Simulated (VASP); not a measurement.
Wanted: the native input for a VASP 6.6.1 run.

| Quantity | Value |
| --- | --- |
| Task | relaxation of cell and atoms |
| Functional | PBEsol |
| Dispersion | D3(BJ) |
| Potentials or basis | VASP PAW PBE potentials, release 64 (Fe, O) |
| Cutoff | 600 eV |
| k mesh | 11 × 11 × 11 |
| Occupations | fermi-dirac, width 0.05 eV |
| Spin | collinear spin, ferromagnetic start |
| Starting moments | [3.0, 0.0] μB |
| Dipole correction | no |
| Further INCAR settings | ALGO = Normal; EDIFF = 1e-06; IBRION = 2; EDIFFG = -0.01; NSW = 60; ISIF = 3 |

The structure of FeO lies in POSCAR:

```
FeO
1.0
    0.0000000000      2.1554000000      2.1554000000
    2.1554000000      0.0000000000      2.1554000000
    2.1554000000      2.1554000000      0.0000000000
Fe O
1 1
Direct
    0.0000000000      0.0000000000      0.0000000000
    0.5000000000      0.5000000000      0.5000000000
```

The input as run:

INCAR

```
SYSTEM = FeO
  PREC = Accurate
  ENCUT = 600
  EDIFF = 1E-6
  ISMEAR = -1
  SIGMA = 0.05
  LREAL = .False.
  LASPH = .True.
  NELM = 150
  ALGO = Normal
  ISIF = 3
  LWAVE = .False.
  LCHARG = .False.
  ISPIN = 2
  MAGMOM = 3 0
  LORBIT = 11
  LMAXMIX = 4
  GGA = PS
  IVDW = 12
  IBRION = 2
  NSW = 60
  EDIFFG = -0.01
```

KPOINTS

```
Automatic mesh
0
Gamma
  11 11 11
  0 0 0
```

Potentials or basis: VASP PAW PBE potentials, release 64 (Fe, O).

Launch:

```console
$ cat potpaw_PBE.64/Fe/POTCAR potpaw_PBE.64/O/POTCAR > POTCAR
$ mpirun -np 1 vasp_std > vasp.out
```

It gave:

The relaxed volume is 9.45 Å³/atom. The relaxed cell is a = 2.990 Å, b = 2.990 Å, c = 2.990 Å, α = 60.00°, β = 60.00°, γ = 60.00°, the space group after relaxing (to 0.1 Å) is Fm-3m (No. 225) and the energy gained by relaxing is 21.0 meV/atom. The ionic steps are 3 and the pressure after relaxing is -0.1 GPa. The band gap on the k mesh is zero (filled and empty bands overlap). The net moment is 4.00 μB per cell, the site moments are Fe +3.60; O +0.32 μB and the valence electrons inside the program's atomic spheres are Fe 6.85; O 5.00. The dispersion energy per atom is -0.177 eV.

Caveat: the PAW data sets were made with another functional, which shifts forces and pressure a little; a cell with one magnetic atom can't hold antiferromagnetic order, which such compounds often take; semilocal functionals often make such compounds metallic where correlation or magnetic order opens a gap, which also shifts bond lengths.

It took 27 s on 1 thread of Intel(R) Xeon(R) 6975P-C (Granite Rapids), on a shared host, peak memory 0.19 GiB.
